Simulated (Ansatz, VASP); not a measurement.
# SrB: VASP beside Ansatz

File INCAR:

```
SYSTEM = SrB
PREC = Accurate
ENCUT = 520
EDIFF = 1E-7
ISMEAR = 0
SIGMA = 0.05
LREAL = .False.
LASPH = .True.
NELM = 100
ALGO = Normal
ISIF = 2
LWAVE = .False.
LCHARG = .True.
GGA = PS
LELF = .True.
LVHAR = .True.
NBANDS = 14
```

The input KPOINTS:

```
Automatic mesh
0
Gamma
  10 10 10
  0 0 0
```

File POSCAR:

```
SrB
1.0
    0.0000000000      2.9603921509      2.9603921509
    2.9603921509      0.0000000000      2.9603921509
    2.9603921509      2.9603921509      0.0000000000
Sr B
1 1
Direct
    0.5000000000      0.5000000000      0.5000000000
    0.0000000000      0.0000000000      0.0000000000
```

Input for Ansatz:

```yaml
crystal:
  lattice:
    - [0.0, 2.9603921509, 2.9603921509]
    - [2.9603921509, 0.0, 2.9603921509]
    - [2.9603921509, 2.9603921509, 0.0]
  atoms:
    - { symbol: Sr, position: [0.5, 0.5, 0.5] }
    - { symbol: B, position: [0.0, 0.0, 0.0] }
basis:
  ecutwfc: 420
  ecutrho_ratio: 4
kpoints:
  mp_grid: { grid: [10, 10, 10] }
hamiltonian:
  xc: pbesol
scf:
  occupations: { method: gaussian, width: 0.05 }
output:
  forces: true
  stress: true
  eigenvalues: true
```

Alike in both runs: task single point; functional PBEsol; k mesh 10 × 10 × 10; occupations gaussian, width 0.05 eV; no spin polarisation.

|  | VASP | Ansatz |
| --- | --- | --- |
| version | VASP 6.6.1 | Ansatz 0.2.0 |
| potentials or method | VASP PAW PBE potentials, release 64 (Sr_sv, B), cutoff 520 eV | scalar-relativistic, plane waves, PAW |
| valence electrons in the cell | 13 | 13 |

|  | VASP | Ansatz | Ansatz less VASP |
| --- | --- | --- | --- |
| gap on the k mesh at the Fermi level (eV) | none | none | - |
| pressure (GPa) | -0.7 | -0.8 | -0.09 |

VASP's potentials were made for PBE, not for PBEsol. A gap of «none» marks a metal or a gap that the smearing closes.
